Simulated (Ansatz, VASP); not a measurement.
One calculation of MgCd3O4, two programs

```
Mg Cd O
1.0
     3.30768    0.00000    0.00000
     0.00000    3.30768    0.00000
     0.00000    0.00000    9.33048
Mg Cd O
1 3 4
Direct
  0.00000 0.00000 0.50000
  0.00000 0.00000 0.00000
  0.50000 0.50000 0.25670
  0.50000 0.50000 0.74330
  0.00000 0.00000 0.26775
  0.50000 0.50000 0.50000
  0.00000 0.00000 0.73225
  0.50000 0.50000 0.00000
```

Alike in both runs: functional PBE; k mesh 12 × 12 × 4; occupations gaussian, width 0.1 eV; no spin polarisation.

Ansatz relaxed the structure, and its values are those at the end. VASP's run is a single point on that final structure, the one shown.

```csv
,VASP,Ansatz
version,VASP 6.6.1,Ansatz 0.2.0
potentials or method,"VASP PAW PBE potentials, release 64 (Mg, Cd, O), cutoff 520 eV","scalar-relativistic, plane waves, PAW"
valence electrons in the cell,62,94
```

|  | VASP | Ansatz | Ansatz less VASP |
| --- | --- | --- | --- |
| gap on the k mesh at the Fermi level (eV) | none | none | - |
| pressure (GPa) | 1.0 | 0.0 | -0.98 |
| rms of the force components (eV/Å) | 0.014 | 0.001 | -0.0132 |

A gap of «none» marks a metal or a gap that the smearing closes. VASP's potentials hold 62 valence electrons a cell and Ansatz's 94, so a difference there can come from the potentials and not from the codes.
